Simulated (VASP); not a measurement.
Crystal: AgCl (Chlorargyrite).

```xyz
2
Lattice="0.0000 2.7710 2.7710 2.7710 0.0000 2.7710 2.7710 2.7710 0.0000" Properties=species:S:1:pos:R:3 pbc="T T T"
Ag    0.0000    0.0000    0.0000
Cl    2.7710    2.7710    2.7710
```

Base run:

```yaml
Program: VASP 6.6.1
Functional: LDA
Potentials_or_basis: VASP PAW LDA potentials, release 64 (Ag, Cl)
Cutoff: 520 eV
k_mesh: 7 × 7 × 7
Occupations: fermi-dirac, width 0.05 eV
Spin: no spin polarisation
```

Its results: band gap on the k mesh 0.72 eV, indirect (least direct gap 2.95 eV); pressure -5.5 GPa.

**Question.** The run is repeated on the same cell with these changes: functional from LDA to PBE; potentials or basis from VASP PAW LDA potentials, release 64 (Ag, Cl) to VASP PAW PBE potentials, release 64 (Ag, Cl). What comes out?

**Answer.** Band gap on the k mesh 0.98 eV, indirect (least direct gap 3.24 eV); pressure 1.6 GPa.

A k mesh can miss the band edges.
